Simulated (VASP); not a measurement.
# TiO2 (Fm-3m) in VASP: a series of runs

Aim: see how the results for TiO2 move with the level of theory and the settings. Levels: PBE-based screened hybrid, HSE06. Tasks: single point.

Program: VASP 6.6.1. These are calculated values, not measurements. Logs are shortened: lines on timing, memory, paths and dates and some standing lists are left out, and cuts for length are marked.

## (1) The cell of the first run

It takes space group Fm-3m (No. 225, cubic). Conventional cell: a = 4.794 Å, b = 4.794 Å, c = 4.794 Å, α = 90.00°, β = 90.00°, γ = 90.00°. Ti (site symmetry m-3m) has 8 O at 2.08 Å within 2.7 Å. Within 2.7 Å of O (site symmetry -43m) lie 4 Ti at 2.08 Å and 6 O at 2.40 Å.

## (2) Single point, PBE-based screened hybrid

POSCAR

```
TiO2
1.0
    0.0000000000      2.3968272579      2.3968272579
    2.3968272579      0.0000000000      2.3968272579
    2.3968272579      2.3968272579      0.0000000000
Ti O
1 2
Direct
    0.0000000000      0.0000000000      0.0000000000
    0.2500000000      0.2500000000      0.2500000000
    0.7500000000      0.7500000000      0.7500000000
```

INCAR.step1

```
SYSTEM = TiO2
PREC = Accurate
ENCUT = 520
EDIFF = 1E-5
ISMEAR = 0
SIGMA = 0.01
LREAL = .FALSE.
LASPH = .TRUE.
NELM = 60
ALGO = Normal
ISIF = 2
LWAVE = .TRUE.
LCHARG = .FALSE.
NBANDS = 19
GGA = PE
```

INCAR.step2

```
SYSTEM = TiO2
PREC = Accurate
ENCUT = 520
EDIFF = 1E-6
ISMEAR = 0
SIGMA = 0.01
LREAL = .FALSE.
LASPH = .TRUE.
NELM = 60
ALGO = Normal
ISIF = 2
LWAVE = .FALSE.
LCHARG = .FALSE.
GGA = PE
LHFCALC = .TRUE.
AEXX = 0.4
HFSCREEN = 0.3
PRECFOCK = Normal
NBANDS = 19
ISTART = 1
```

KPOINTS

```
Automatic mesh
0
G
  4 4 4
  0 0 0
```

Potentials or basis: VASP PAW PBE potentials, release 64 (Ti_sv, O).

Started as:

```bash
$ cat potpaw_PBE.64/Ti_sv/POTCAR potpaw_PBE.64/O/POTCAR > POTCAR
$ cp INCAR.step1 INCAR
$ mpirun -np 1 vasp_std > vasp.out
$ cp INCAR.step2 INCAR
$ mpirun -np 1 vasp_std > vasp.out
```

OUTCAR:

```text
SYSTEM = TiO2
   PREC = Accurate
   ENCUT = 520
   EDIFF = 1E-6
   ISMEAR = 0
   LREAL = .FALSE.
   LASPH = .TRUE.
   NELM = 60
   ISIF = 2
   GGA = PE
   LHFCALC = .TRUE.
   AEXX = 0.4
   HFSCREEN = 0.3
   PRECFOCK = Normal
   ISTART = 1

 ion  position               nearest neighbor table
   1  0.000  0.000  0.000-   3 2.08   3 2.08   3 2.08   2 2.08   3 2.08   2 2.08   2 2.08   2 2.08

   2  0.250  0.250  0.250-   1 2.08   1 2.08   1 2.08   1 2.08
   3  0.750  0.750  0.750-   1 2.08   1 2.08   1 2.08   1 2.08

  LATTYP: Found a face centered cubic cell.
 ALAT       =     4.7936545158

  Lattice vectors:

 A1 = (   0.0000000000,   2.3968272579,   2.3968272579)
 A2 = (   2.3968272579,   0.0000000000,   2.3968272579)
 A3 = (   2.3968272579,   2.3968272579,   0.0000000000)

Analysis of symmetry for initial positions (statically):
[... 33 lines left out ...]
                                     Primitive cell

  volume of cell :      27.5385

  direct lattice vectors                    reciprocal lattice vectors
     0.000000000  2.396827258  2.396827258    -0.208609110  0.208609110  0.208609110
     2.396827258  0.000000000  2.396827258     0.208609110 -0.208609110  0.208609110
     2.396827258  2.396827258  0.000000000     0.208609110  0.208609110 -0.208609110

  length of vectors
     3.389625615  3.389625615  3.389625615     0.361321577  0.361321577  0.361321577

  position of ions in fractional coordinates (direct lattice)
     0.000000000  0.000000000  0.000000000
     0.250000000  0.250000000  0.250000000
     0.750000000  0.750000000  0.750000000

  ion indices of the primitive-cell ions
   primitive index   ion index
                 1           1
                 2           2
                 3           3

----------------------------------------------------------------------------------------

 KPOINTS: Automatic mesh

Automatic generation of k-mesh.
 Grid dimensions read from file:
 generate k-points for:    4    4    4

 Generating k-lattice:

  Cartesian coordinates                     Fractional coordinates (reciprocal lattice)
    -0.052152277  0.052152277  0.052152277     0.250000000  0.000000000  0.000000000
     0.052152277 -0.052152277  0.052152277     0.000000000  0.250000000  0.000000000
     0.052152277  0.052152277 -0.052152277     0.000000000  0.000000000  0.250000000

  Length of vectors
     0.090330394  0.090330394  0.090330394

  Shift w.r.t. Gamma in fractional coordinates (k-lattice)
[... 39 lines left out ...]
   IBRION =     -1    ionic relax: 0-MD 1-quasi-New 2-CG
   NFREE  =      0    steps in history (QN), initial steepest desc. (CG)
   ISIF   =      2    stress and relaxation
   ISYM   =      3    0-nonsym 1-usesym 2-fastsym
   POTIM  = 0.5000    time-step for ionic-motion
   TEBEG  =    0.0;   TEEND  =   0.0 temperature during run
   PSTRESS=    0.0 pullay stress
   NELECT =      24.0000    total number of electrons
   NUPDOWN=      -1.0000    fix difference up-down
   EMIN   =  10.00;   EMAX   =-10.00  energy-range for DOS
   EFERMI =   0.00;   METHOD = LEGACY
   ISMEAR =     0;   SIGMA  =   0.01  broadening in eV -4-tet -1-fermi 0-gaus
   EFERMI_NEDOS =   21; number of points for ismear=-14 and -15
   IALGO  =     38    algorithm
   IMIX   =      1    mixing-type and parameters
     AMIX     =   0.40;   BMIX     =  1.00
     AMIX_MAG =   1.60;   BMIX_MAG =  1.00
  volume/ion in A,a.u.               =       9.18        61.95
  Fermi-wavevector in a.u.,A,eV,Ry     =   1.563742  2.955044 33.270189  2.445290
  Thomas-Fermi vector in A             =   2.666469
   LORBIT       =      0    0 simple, 1 ext, 2 COOP (PROOUT), +10 PAW based schemes
   GGA     = PE    functional components
   LHFCALC =     T    Hartree Fock is set to
   PRECFOCK=normal    Normal, Fast or Accurate (Low or Medium for compatibility)
   ENCUT4O =  -1.0   cutoff for four orbital integrals eV
   NKREDX  =     1    reduce k-point grid by
   NKREDY  =     1    reduce k-point grid by
   NKREDZ  =     1    reduce k-point grid by
   AEXX    =    0.4000 exact exchange contribution
   HFSCREEN=    0.3000 screening length (either q_TF or 0.3 A-1)
   HFSCREENC=   0.3000 screening length for correlation (either q_TF or 0.3 A-1)
   ENCUTFOCK=  -1.0 apply spherical cutoff to Coloumb kernel
   IVDW    =     0    specifies the selected vdW correction
   LEPSILON=     F    determine dielectric tensor
   LRPA    =     F    only Hartree local field effects (RPA)
 non-spin polarized calculation
 Gauss-broadening in eV      SIGMA  =   0.01
  energy-cutoff  :      520.00
  volume of cell :       27.54
 maximum number of plane-waves:       754
 NGX is ok and might be reduce to    28
  NGX = 20; NGY = 20; NGZ = 20

 number of electron      23.9999996 magnetization

 Free energy of the ion-electron system (eV)
  ---------------------------------------------------
  ext. energy  EPLUGINS =         0.00000000
  ---------------------------------------------------
  free energy    TOTEN  =       -34.88727358 eV

  energy without entropy =      -34.88727358  energy(sigma->0) =      -34.88727358

 E-fermi :   6.4833     XC(G=0):  -8.9284

 val. band max:        6.2859680198   @ k =   0.5000   0.5000   0.0000
 cond. band min:       9.5053322198   @ k =   0.0000   0.0000   0.0000
 fundamental gap:      3.2193642000
 Fermi energy:         6.4833491025

 k-point     1 :       0.0000    0.0000    0.0000
  band No.  band energies     occupation
      1     -58.4346      2.00000
      2     -31.8329      2.00000
      3     -31.8329      2.00000
      4     -31.8329      2.00000
      5     -16.3991      2.00000
      6     -12.1415      2.00000
[... 153 lines left out ...]
      6     -14.0467      2.00000
[... 11 lines left out ...]
     18      20.1493      0.00000
     19      24.8380      0.00000

------------------------ aborting loop because EDIFF is reached ----------------------------------------

  FORCE on cell =-STRESS in cart. coord.  units (eV):
  Direction    XX          YY          ZZ          XY          YZ          ZX
  --------------------------------------------------------------------------------------
  -------------------------------------------------------------------------------------
  Total       -1.3393336     -1.3393336     -1.3393336     -0.0000000      0.0000000     -0.0000000
  in kB      -77.9218276    -77.9218276    -77.9218276     -0.0000000      0.0000000     -0.0000000
  external PRESSURE =     -77.9218276 kB  Pullay stress =       0.0000000 kB

 VOLUME and BASIS-vectors are now :
 -----------------------------------------------------------------------------
  energy-cutoff  :      520.00
  volume of cell :       27.54
      direct lattice vectors                 reciprocal lattice vectors
     0.000000000  2.396827258  2.396827258    -0.208609110  0.208609110  0.208609110
     2.396827258  0.000000000  2.396827258     0.208609110 -0.208609110  0.208609110
     2.396827258  2.396827258  0.000000000     0.208609110  0.208609110 -0.208609110

 POSITION                                       TOTAL-FORCE (eV/Angst)
 -----------------------------------------------------------------------------------
      0.00000      0.00000      0.00000        -0.000000     -0.000000     -0.000000
      1.19841      1.19841      1.19841         0.000000      0.000000      0.000000
      3.59524      3.59524      3.59524        -0.000000      0.000000     -0.000000
 -----------------------------------------------------------------------------------
    total drift:                                0.000002      0.000002      0.000002

  FREE ENERGIE OF THE ION-ELECTRON SYSTEM (eV)
  ---------------------------------------------------
  free  energy   TOTEN  =       -34.8872735836 eV

  energy  without entropy=      -34.8872735836  energy(sigma->0) =      -34.88727358
```

It took 6.6 min on 1 thread of Intel Xeon Platinum 8488C (Sapphire Rapids), shared host; peak memory 0.25 GiB.

Results:

```
Free energy            : -34.8873 eV
Pressure               : -7.8 GPa
Band gap on the k mesh : 3.22 eV, indirect (least direct gap 3.90 eV)
```

Caveat: the k points lie up to 0.57 Å⁻¹ apart; the PAW data sets were made with another functional, which shifts forces and pressure a little. A k mesh can miss the band edges.

## (3) Single point, HSE06

POSCAR is that of step 2.

INCAR.step1

```
PREC = Accurate
ENCUT = 520
EDIFF = 1E-5
ISMEAR = 0
SIGMA = 0.001
LREAL = F
LASPH = T
NELM = 100
ALGO = Normal
ISIF = 2
LWAVE = T
LCHARG = F
NBANDS = 19
GGA = PE
```

INCAR.step2

```
PREC = Accurate
ENCUT = 520
EDIFF = 1E-6
ISMEAR = 0
SIGMA = 0.001
LREAL = F
LASPH = T
NELM = 100
ALGO = Normal
ISIF = 2
LWAVE = F
LCHARG = F
GGA = PE
LHFCALC = T
HFSCREEN = 0.2079
PRECFOCK = Normal
NBANDS = 19
ISTART = 1
```

KPOINTS

```
Automatic mesh
0
Gamma
  4 4 4
```

Potentials or basis: VASP PAW PBE potentials, release 64 (Ti_sv, O).

Started as:

```bash
$ cat potpaw_PBE.64/Ti_sv/POTCAR potpaw_PBE.64/O/POTCAR > POTCAR
$ cp INCAR.step1 INCAR
$ mpirun -np 1 vasp_std > vasp.out
$ cp INCAR.step2 INCAR
$ mpirun -np 1 vasp_std > vasp.out
```

OUTCAR:

```text
PREC = Accurate
   ENCUT = 520
   EDIFF = 1E-6
   ISMEAR = 0
   LREAL = F
   LASPH = T
   NELM = 100
   ISIF = 2
   GGA = PE
   LHFCALC = T
   HFSCREEN = 0.2079
   PRECFOCK = Normal
   ISTART = 1

 ion  position               nearest neighbor table
   1  0.000  0.000  0.000-   3 2.08   3 2.08   3 2.08   2 2.08   3 2.08   2 2.08   2 2.08   2 2.08

   2  0.250  0.250  0.250-   1 2.08   1 2.08   1 2.08   1 2.08
   3  0.750  0.750  0.750-   1 2.08   1 2.08   1 2.08   1 2.08

  LATTYP: Found a face centered cubic cell.
 ALAT       =     4.7936545158

  Lattice vectors:

 A1 = (   0.0000000000,   2.3968272579,   2.3968272579)
 A2 = (   2.3968272579,   0.0000000000,   2.3968272579)
 A3 = (   2.3968272579,   2.3968272579,   0.0000000000)

Analysis of symmetry for initial positions (statically):
[... 33 lines left out ...]
                                     Primitive cell

  volume of cell :      27.5385

  direct lattice vectors                    reciprocal lattice vectors
     0.000000000  2.396827258  2.396827258    -0.208609110  0.208609110  0.208609110
     2.396827258  0.000000000  2.396827258     0.208609110 -0.208609110  0.208609110
     2.396827258  2.396827258  0.000000000     0.208609110  0.208609110 -0.208609110

  length of vectors
     3.389625615  3.389625615  3.389625615     0.361321577  0.361321577  0.361321577

  position of ions in fractional coordinates (direct lattice)
     0.000000000  0.000000000  0.000000000
     0.250000000  0.250000000  0.250000000
     0.750000000  0.750000000  0.750000000

  ion indices of the primitive-cell ions
   primitive index   ion index
                 1           1
                 2           2
                 3           3

----------------------------------------------------------------------------------------
[... 74 lines left out ...]
  volume/ion in A,a.u.               =       9.18        61.95
  Fermi-wavevector in a.u.,A,eV,Ry     =   1.563742  2.955044 33.270189  2.445290
  Thomas-Fermi vector in A             =   2.666469
   LORBIT       =      0    0 simple, 1 ext, 2 COOP (PROOUT), +10 PAW based schemes
   GGA     = PE    functional components
   LHFCALC =     T    Hartree Fock is set to
   PRECFOCK=normal    Normal, Fast or Accurate (Low or Medium for compatibility)
   ENCUT4O =  -1.0   cutoff for four orbital integrals eV
   NKREDX  =     1    reduce k-point grid by
   NKREDY  =     1    reduce k-point grid by
   NKREDZ  =     1    reduce k-point grid by
   AEXX    =    0.2500 exact exchange contribution
   HFSCREEN=    0.2079 screening length (either q_TF or 0.3 A-1)
   HFSCREENC=   0.2079 screening length for correlation (either q_TF or 0.3 A-1)
   ENCUTFOCK=  -1.0 apply spherical cutoff to Coloumb kernel
   IVDW    =     0    specifies the selected vdW correction
   LEPSILON=     F    determine dielectric tensor
   LRPA    =     F    only Hartree local field effects (RPA)
 non-spin polarized calculation
 Gauss-broadening in eV      SIGMA  =   0.00
  energy-cutoff  :      520.00
  volume of cell :       27.54
 maximum number of plane-waves:       754
 NGX is ok and might be reduce to    28
  NGX = 20; NGY = 20; NGZ = 20

 number of electron      23.9999996 magnetization

 Free energy of the ion-electron system (eV)
  ---------------------------------------------------
  ext. energy  EPLUGINS =         0.00000000
  ---------------------------------------------------
  free energy    TOTEN  =       -32.26302682 eV

  energy without entropy =      -32.26302682  energy(sigma->0) =      -32.26302682

 E-fermi :   6.8069     XC(G=0): -10.0224

 val. band max:        6.6135637753   @ k =   0.5000   0.5000   0.0000
 cond. band min:       9.2159996417   @ k =   0.0000   0.0000   0.0000
 fundamental gap:      2.6024358664
 Fermi energy:         6.8069029408

 k-point     1 :       0.0000    0.0000    0.0000
  band No.  band energies     occupation
      1     -55.6550      2.00000
      2     -30.0564      2.00000
      3     -30.0564      2.00000
      4     -30.0564      2.00000
      5     -15.0529      2.00000
      6     -10.9406      2.00000
[... 153 lines left out ...]
      6     -12.7801      2.00000
[... 11 lines left out ...]
     18      19.8616      0.00000
     19      24.4672      0.00000

------------------------ aborting loop because EDIFF is reached ----------------------------------------

  FORCE on cell =-STRESS in cart. coord.  units (eV):
  Direction    XX          YY          ZZ          XY          YZ          ZX
  --------------------------------------------------------------------------------------
  -------------------------------------------------------------------------------------
  Total       -0.5224754     -0.5224754     -0.5224754     -0.0000000     -0.0000000     -0.0000000
  in kB      -30.3973859    -30.3973859    -30.3973859     -0.0000000     -0.0000000     -0.0000000
  external PRESSURE =     -30.3973859 kB  Pullay stress =       0.0000000 kB

 VOLUME and BASIS-vectors are now :
 -----------------------------------------------------------------------------
  energy-cutoff  :      520.00
  volume of cell :       27.54
      direct lattice vectors                 reciprocal lattice vectors
     0.000000000  2.396827258  2.396827258    -0.208609110  0.208609110  0.208609110
     2.396827258  0.000000000  2.396827258     0.208609110 -0.208609110  0.208609110
     2.396827258  2.396827258  0.000000000     0.208609110  0.208609110 -0.208609110

 POSITION                                       TOTAL-FORCE (eV/Angst)
 -----------------------------------------------------------------------------------
      0.00000      0.00000      0.00000         0.000000      0.000000      0.000000
      1.19841      1.19841      1.19841         0.000000      0.000000      0.000000
      3.59524      3.59524      3.59524        -0.000000     -0.000000     -0.000000
 -----------------------------------------------------------------------------------
    total drift:                                0.000000      0.000000      0.000000

  FREE ENERGIE OF THE ION-ELECTRON SYSTEM (eV)
  ---------------------------------------------------
  free  energy   TOTEN  =       -32.2630268186 eV

  energy  without entropy=      -32.2630268186  energy(sigma->0) =      -32.26302682
```

OSZICAR.step1:

```text
N       E                     dE             d eps       ncg     rms          rms(c)
DAV:   1     0.247903475867E+03    0.24790E+03   -0.13086E+04   304   0.150E+03
DAV:   2    -0.154727482835E+02   -0.26338E+03   -0.24588E+03   321   0.417E+02
DAV:   3    -0.349050874166E+02   -0.19432E+02   -0.19222E+02   330   0.119E+02
DAV:   4    -0.356440075328E+02   -0.73892E+00   -0.73790E+00   431   0.210E+01
DAV:   5    -0.356527230465E+02   -0.87155E-02   -0.87064E-02   347   0.227E+00    0.210E+01
DAV:   6    -0.266490121945E+02    0.90037E+01   -0.42008E+01   371   0.758E+01    0.971E+00
DAV:   7    -0.262939647218E+02    0.35505E+00   -0.10708E+01   371   0.291E+01    0.616E+00
DAV:   8    -0.261198572256E+02    0.17411E+00   -0.35469E-01   346   0.597E+00    0.423E+00
DAV:   9    -0.262163870998E+02   -0.96530E-01   -0.24519E+00   359   0.141E+01    0.401E+00
DAV:  10    -0.260296806719E+02    0.18671E+00   -0.71058E-01   369   0.727E+00    0.116E+00
DAV:  11    -0.260192061030E+02    0.10475E-01   -0.38015E-02   359   0.176E+00    0.676E-01
DAV:  12    -0.260151584052E+02    0.40477E-02   -0.16807E-02   343   0.132E+00    0.878E-02
DAV:  13    -0.260154997973E+02   -0.34139E-03   -0.14410E-03   348   0.288E-01    0.164E-01
DAV:  14    -0.260151864864E+02    0.31331E-03   -0.85351E-04   379   0.276E-01    0.624E-02
DAV:  15    -0.260151704495E+02    0.16037E-04   -0.15342E-04   334   0.923E-02    0.344E-02
DAV:  16    -0.260151583098E+02    0.12140E-04   -0.16900E-05   246   0.428E-02    0.179E-02
DAV:  17    -0.260151540807E+02    0.42291E-05   -0.14646E-05   215   0.378E-02
   1 F= -.26015154E+02 E0= -.26015154E+02  d E =0.000000E+00
```

Wall time 7.1 min (1 thread of Intel Xeon Platinum 8488C (Sapphire Rapids), shared host); peak memory 0.25 GiB.

Results:

| Property | Result |
| --- | --- |
| Free energy | -32.2630 eV |
| Pressure | -3.0 GPa |
| Band gap on the k mesh | 2.60 eV, indirect (least direct gap 3.32 eV) |

Levels at points of the mesh, in eV from the valence-band top:
```tsv
k point	band 10	band 11	band 12	band 13	band 14	band 15
(0.00, 0.00, 0.00)	-1.00	-1.00	-1.00	2.60	2.60	6.93
(0.50, 0.00, 0.00)	-3.73	-2.87	-2.87	2.94	2.94	4.18
(0.50, 0.50, 0.00)	-2.34	-2.34	0.00	3.32	3.46	4.20
```

Caveat: the k points lie up to 0.57 Å⁻¹ apart; the PAW data sets were made with another functional, which shifts forces and pressure a little.
